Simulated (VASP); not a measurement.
A run of VASP 6.6.1 is set up as follows.

INCAR

```
SYSTEM = BN
ALGO = Normal ; EDIFF = 1E-6
EDIFFG = -0.002 ; ENCUT = 600
IBRION = 2 ; ISIF = 3
ISMEAR = 0 ; LASPH = .True.
LCHARG = .False. ; LREAL = .False.
LWAVE = .False. ; NELM = 60
NSW = 100 ; PREC = Accurate
SIGMA = 0.02
```

Contents of KPOINTS:

```
k-points
0
Gamma
  16 16 16
  0 0 0
```

Contents of POSCAR:

```
BN
1.0
    0.0000000000      1.7899407159      1.7899407159
    1.7899407159      0.0000000000      1.7899407159
    1.7899407159      1.7899407159      0.0000000000
B N
1 1
Direct
    0.0000000000      0.0000000000      0.0000000000
    0.2500000000      0.2500000000      0.2500000000
```

Potentials or basis: VASP PAW LDA potentials, release 64 (B, N).

Command:

```bash
$ cat potpaw_LDA.64/B/POTCAR potpaw_LDA.64/N/POTCAR > POTCAR
$ mpirun -np 1 vasp_std > vasp.out
```

(1) Estimate the relaxed cell.

(2) Estimate the space group after relaxing (to 0.05 Å).

(3) Estimate the band gap on the k mesh.

(4) Predict the relaxed volume.

Results:

(1) a = 2.533 Å, b = 2.533 Å, c = 2.533 Å, α = 60.00°, β = 60.00°, γ = 60.00°.

(2) F-43m (No. 216).

(3) 4.38 eV, indirect (least direct gap 8.81 eV).

(4) 5.75 Å³/atom.
